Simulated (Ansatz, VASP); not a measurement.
Si in VASP and in Ansatz

```
CELL_PARAMETERS angstrom
-3.31800 3.31800 3.28482
3.31800 -3.31800 3.28482
3.31800 3.31800 -3.28482
ATOMIC_POSITIONS crystal
Si 0.20407 0.20356 0.20417
Si 0.49940 0.99990 0.29583
Si 0.29593 0.50010 0.99949
Si 0.00060 0.29644 0.50051
Si 0.79593 0.79644 0.79583
Si 0.50060 0.00010 0.70417
Si 0.70407 0.49990 0.00051
Si 0.99940 0.70356 0.49949
```

Change from the starting cell: z stretched by -1 %, ions relaxed.

Alike in both runs: functional PBE; k mesh 10 × 10 × 10; occupations fermi-dirac, width 0.05 eV; no spin polarisation.

Ansatz relaxed the structure, and its values are those at the end. VASP's run is a single point on that final structure, the one shown.

|  | VASP | Ansatz |
| --- | --- | --- |
| version | VASP 6.6.1 | Ansatz 0.2.0 |
| potentials or method | VASP PAW PBE potentials, release 64 (Si) | plane-wave PAW, scalar-relativistic |
| plane-wave cutoff (eV) | 520 | 420 |
| valence electrons in the cell | 32 | 32 |

VASP gave:

- pressure (GPa): 1.7

What did Ansatz give for the same quantities?

Pressure (GPa): 1.8.

Ansatz's warnings: stress scf threshold loose.
